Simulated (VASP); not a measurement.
Mg2ZnO3, 6 atoms in the cell. The structure is trigonal, space group P-3m1 (No. 164). The conventional cell has a = 3.030 Å, b = 3.030 Å, c = 7.395 Å, α = 90.00°, β = 90.00°, γ = 120.00°. Mg (site symmetry 3m) has 6 O at 2.12 to 2.14 Å within 2.8 Å. Zn (site symmetry -3m) has 6 O at 2.17 Å within 2.9 Å. O (site symmetry 3m) has 3 Mg at 2.12 Å and 3 Zn at 2.17 Å within 2.8 Å. Within 2.8 Å of O (site symmetry -3m) lie 6 Mg at 2.14 Å. 

- Program: VASP 6.6.1
- Task: relaxation of cell and atoms
- Functional: PBEsol
- Potentials or basis: VASP PAW PBE potentials, release 64 (Mg, Zn, O)
- Cutoff: 600 eV
- k mesh: 12 × 12 × 4
- Occupations: fermi-dirac, width 0.02 eV
- Spin: no spin polarisation
- Dipole correction: no
- Further INCAR settings: ALGO = Normal; EDIFF = 1e-06; IBRION = 2; EDIFFG = -0.005; NSW = 80; ISIF = 3

Potentials or basis: VASP PAW PBE potentials, release 64 (Mg, Zn, O).

Launch:

```console
$ cat potpaw_PBE.64/Mg/POTCAR potpaw_PBE.64/Zn/POTCAR potpaw_PBE.64/O/POTCAR > POTCAR
$ mpirun -np 1 vasp_std > vasp.out
```

Hardware: 1 thread of AMD EPYC 9R45 96-Core Processor (Zen 5), with other jobs on the host.

Question: How long does it take, and how much memory?

Answer: It took 3.1 min on 1 thread of AMD EPYC 9R45 96-Core Processor (Zen 5) (shared host), peak memory 0.24 GiB. Counts: scf iterations 55, k points 69, ion steps 9.
